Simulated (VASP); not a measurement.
# Na in VASP: single point with RPBE+D3(BJ)

Aim: the single point of Na with RPBE+D3(BJ).

Everything below comes from runs of VASP 6.6.1. Logs are shortened: lines on timing, memory, paths and dates and some standing lists are left out, and cuts for length are marked.

## 1. The cell of the first run

The cell holds a slab with vacuum, 6 atoms: a = 6.477 Å, b = 5.288 Å, c = 25.912 Å, α = 90.00°, β = 90.00°, γ = 65.91°.

## 2. Single point, RPBE+D3(BJ)

INCAR reads:

```
SYSTEM = Na
PREC     = Accurate       ! precision mode
ENCUT    = 520            ! plane-wave cutoff, eV
EDIFF    = 1E-6           ! SCF threshold, eV
ISMEAR   = -1             ! smearing method
SIGMA    = 0.1            ! smearing width, eV
LREAL    = .FALSE.        ! projectors in reciprocal space
LASPH    = .TRUE.         ! aspherical terms in the spheres
NELM     = 80             ! most SCF steps
ALGO     = Normal         ! electronic algorithm
ISIF     = 2              ! what is computed and relaxed
LWAVE    = .FALSE.        ! write WAVECAR
LCHARG   = .FALSE.        ! write CHGCAR
LDIPOL   = .TRUE.       
IDIPOL   = 3            
DIPOL    = 0.5 0.5 0.500
GGA      = RP             ! functional
IVDW     = 12             ! dispersion correction
NBANDS   = 30             ! bands
```

KPOINTS reads:

```
regular mesh
0
G
  9 9 1
  0 0 0
```

POSCAR reads:

```
Na
1.0
    6.4765085789      0.0000000000      0.0000000000
    2.1588361930      4.8273044797      0.0000000000
    0.0000000000      0.0000000000     25.9122000000
Na
6
Direct
    0.0000000000      0.7500000000      0.3859182855
    0.4000000000      0.0500000000      0.4315509713
    0.8000000000      0.3500000000      0.4771836571
    0.2000000000      0.6500000000      0.5228163429
    0.6000000000      0.9500000000      0.5684490287
    0.0000000000      0.2500000000      0.6140817145
```

Potentials or basis: VASP PAW PBE potentials, release 64 (Na_pv).

On the command line:

```bash
$ cat potpaw_PBE.64/Na_pv/POTCAR > POTCAR
$ mpirun -np 1 vasp_std > vasp.out
```

OUTCAR:

```text
SYSTEM = Na
   PREC = Accurate
   ENCUT = 520
   EDIFF = 1E-6
   ISMEAR = -1
   LREAL = .FALSE.
   LASPH = .TRUE.
   NELM = 80
   ISIF = 2
   GGA = RP
   IVDW = 12
 IVDW          = 12

 ion  position               nearest neighbor table
   1  0.000  0.750  0.386-
   2  0.400  0.050  0.432-
   3  0.800  0.350  0.477-
   4  0.200  0.650  0.523-
   5  0.600  0.950  0.568-
   6  0.000  0.250  0.614-

  LATTYP: Found a base centered orthorhombic cell.
 ALAT       =     5.2880471110
 B/A-ratio  =     2.2360679775
 C/A-ratio  =     4.9001454518

  Lattice vectors:

 A1 = (  -6.4765085789,   0.0000000000,   0.0000000000)
 A2 = (   4.3176723859,  -4.8273044797,   0.0000000000)
 A3 = (   0.0000000000,   0.0000000000,  25.9122000000)

Analysis of symmetry for initial positions (statically):
=====================================================================
 Subroutine PRICEL returns:
 Original cell was already a primitive cell.

 Routine SETGRP: Setting up the symmetry group for a
 base centered orthorhombic supercell.

 Subroutine GETGRP returns: Found  4 space group operations
 (whereof  2 operations were pure point group operations)
 out of a pool of  8 trial point group operations.

The static configuration has the point symmetry S_2 .
 The point group associated with its full space group is C_2h.

Analysis of symmetry for dynamics (positions and initial velocities):
=====================================================================
 Subroutine PRICEL returns:
 Original cell was already a primitive cell.

 Routine SETGRP: Setting up the symmetry group for a
 base centered orthorhombic supercell.

 Subroutine GETGRP returns: Found  4 space group operations
 (whereof  2 operations were pure point group operations)
 out of a pool of  8 trial point group operations.

The dynamic configuration has the point symmetry S_2 .
 The point group associated with its full space group is C_2h.

 Subroutine INISYM returns: Found  4 space group operations
 (whereof  2 operations are pure point group operations),
 and found     1 'primitive' translations

----------------------------------------------------------------------------------------

                                     Primitive cell

  volume of cell :     810.1211

  direct lattice vectors                    reciprocal lattice vectors
     6.476508579  0.000000000  0.000000000     0.154404181 -0.069051649  0.000000000
[... 102 lines left out ...]
   TEBEG  =    0.0;   TEEND  =   0.0 temperature during run
   PSTRESS=    0.0 pullay stress
   NELECT =      42.0000    total number of electrons
   NUPDOWN=      -1.0000    fix difference up-down
   EMIN   =  10.00;   EMAX   =-10.00  energy-range for DOS
   EFERMI =   0.00;   METHOD = LEGACY
   ISMEAR =    -1;   SIGMA  =   0.10  broadening in eV -4-tet -1-fermi 0-gaus
   EFERMI_NEDOS =   21; number of points for ismear=-14 and -15
   IALGO  =     38    algorithm
   IMIX   =      4    mixing-type and parameters
     AMIX     =   0.40;   BMIX     =  1.00
     AMIX_MAG =   1.60;   BMIX_MAG =  1.00
  volume/ion in A,a.u.               =     135.02       911.16
  Fermi-wavevector in a.u.,A,eV,Ry     =   0.610438  1.153560  5.069994  0.372634
  Thomas-Fermi vector in A             =   1.665998
   LORBIT       =      0    0 simple, 1 ext, 2 COOP (PROOUT), +10 PAW based schemes
   GGA     = RP    functional components
   LHFCALC =     F    Hartree Fock is set to
   AEXX    =    0.0000 exact exchange contribution
   IVDW    =    12    specifies the selected vdW correction
   LEPSILON=     F    determine dielectric tensor
   LRPA    =     F    only Hartree local field effects (RPA)
 non-spin polarized calculation
  energy-cutoff  :      520.00
  volume of cell :      810.12
 maximum number of plane-waves:     21860
   NGX = 25   NGY = 19   NGZ = 97

 dipolmoment           0.000000      0.000000      0.000000 electrons x Angstroem

 number of electron      42.0000019 magnetization

 dipolmoment           0.000000      0.000000     -0.000000 electrons x Angstroem

 Free energy of the ion-electron system (eV)
  ---------------------------------------------------
  ext. energy  EPLUGINS =         0.00000000
  ---------------------------------------------------
  free energy    TOTEN  =        -6.35106031 eV

  energy without entropy =       -6.22863501  energy(sigma->0) =       -6.28984766

 E-fermi :  -1.6307     XC(G=0):  -2.4653

 val. band max:       -1.6613201551   @ k =   0.2222   0.4444   0.0000
 cond. band min:      -1.6279214658   @ k =   0.3333   0.2222   0.0000
 fundamental gap:      0.0333986893
 Fermi energy:        -1.6307314890

 k-point     1 :       0.0000    0.0000    0.0000
  band No.  band energies     occupation
      1     -27.0951      2.00000
      2     -27.0951      2.00000
      3     -27.0884      2.00000
      4     -27.0884      2.00000
      5     -27.0808      2.00000
      6     -27.0808      2.00000
[... 781 lines left out ...]
     29       1.1489      0.00000
     30       1.3299      0.00000

 [... further k-points ...]

------------------------ aborting loop because EDIFF is reached ----------------------------------------

 vacuum level on the upper side and lower side of the slab       (xc-potential included)        -0.171        -0.171

 Edisp (eV)   -2.78742

 E8    (eV) :    -1.8824

  FORCE on cell =-STRESS in cart. coord.  units (eV):
  Direction    XX          YY          ZZ          XY          YZ          ZX
  --------------------------------------------------------------------------------------
  -------------------------------------------------------------------------------------
  Total      -5.73658    -5.91654    -4.26551    -0.10060     0.02025    -0.04528
  in kB     -11.34525   -11.70115    -8.43590    -0.19895     0.04004    -0.08954
  external pressure =      -10.49 kB  Pullay stress =        0.00 kB

 VOLUME and BASIS-vectors are now :
 -----------------------------------------------------------------------------
  energy-cutoff  :      520.00
  volume of cell :      810.12
      direct lattice vectors                 reciprocal lattice vectors
     6.476508579  0.000000000  0.000000000     0.154404181 -0.069051649  0.000000000
     2.158836193  4.827304480  0.000000000     0.000000000  0.207154946  0.000000000
     0.000000000  0.000000000 25.912200000     0.000000000  0.000000000  0.038591860

 POSITION                                       TOTAL-FORCE (eV/Angst)
 -----------------------------------------------------------------------------------
      1.61913      3.62048      9.99999         0.014702     -0.006575      0.503993
      2.69855      0.24137     11.18244        -0.024768      0.011076      0.326305
      5.93680      1.68956     12.36488         0.038248     -0.017105      0.099136
      2.69855      3.13775     13.54732        -0.038248      0.017105     -0.099136
      5.93680      4.58594     14.72976         0.024768     -0.011076     -0.326305
      0.53971      1.20683     15.91221        -0.014702      0.006575     -0.503993
 -----------------------------------------------------------------------------------
    total drift:                                0.000000      0.000000      0.000000

  FREE ENERGIE OF THE ION-ELECTRON SYSTEM (eV)
  ---------------------------------------------------
  free  energy   TOTEN  =        -9.1384806528 eV

  energy  without entropy=       -9.0160553572  energy(sigma->0) =       -9.07726800

 vacuum level on the upper side and lower side of the slab         0.688         0.688
```

OSZICAR:

```text
N       E                     dE             d eps       ncg     rms          rms(c)
DAV:   1     0.230543196117E+03    0.23054E+03   -0.20077E+04  2204   0.997E+02
DAV:   2     0.358716650767E+01   -0.22696E+03   -0.22550E+03  1632   0.307E+02
DAV:   3    -0.654461133513E+01   -0.10132E+02   -0.10098E+02  1766   0.787E+01
[... 11 lines left out ...]
DAV:  15    -0.635096248027E+01   -0.97677E-04   -0.57195E-05  1184   0.138E-02    0.331E-03
DAV:  16    -0.635103402326E+01   -0.71543E-04   -0.22896E-05  1202   0.105E-02    0.120E-03
DAV:  17    -0.635105059328E+01   -0.16570E-04   -0.16401E-06  1244   0.466E-03    0.659E-04
DAV:  18    -0.635105938340E+01   -0.87901E-05   -0.10860E-06  1154   0.350E-03    0.342E-04
DAV:  19    -0.635106030789E+01   -0.92450E-06   -0.25326E-07  1214   0.179E-03
   1 F= -.91384807E+01 E0= -.90772680E+01  d E =-.122425E+00
```

Wall time 12 min (1 thread of Intel Xeon Platinum 8259CL at 2.50GHz (Skylake/Cascade Lake), shared host); peak memory 0.92 GiB.

What came out:

```
Free energy                : -9.1385 eV
Largest force              : 0.504 eV/Å
Band gap on the k mesh     : zero (bands 21 and 22 overlap by 0.67 eV)
Dispersion energy per atom : -0.465 eV
```

Forces in eV/Å, atoms in the order of the input:
```
Na   0.015 -0.007  0.504
Na  -0.025  0.011  0.326
Na   0.038 -0.017  0.099
Na  -0.038  0.017 -0.099
Na   0.025 -0.011 -0.326
Na  -0.015  0.007 -0.504
```

Levels at points of the mesh, in eV from the Fermi level:
```tsv
k point	band 17	band 18	band 19	band 20	band 21	band 22	band 23	band 24	band 25	band 26
(0.00, 0.00, 0.00)	-24.96	-24.96	-2.84	-1.62	-0.13	1.20	1.38	1.40	2.06	2.40
```

Caveat: the PAW data sets were made with another functional, which shifts forces and pressure a little.

The gap in the log of VASP goes by the Fermi energy; the results here count the filled bands.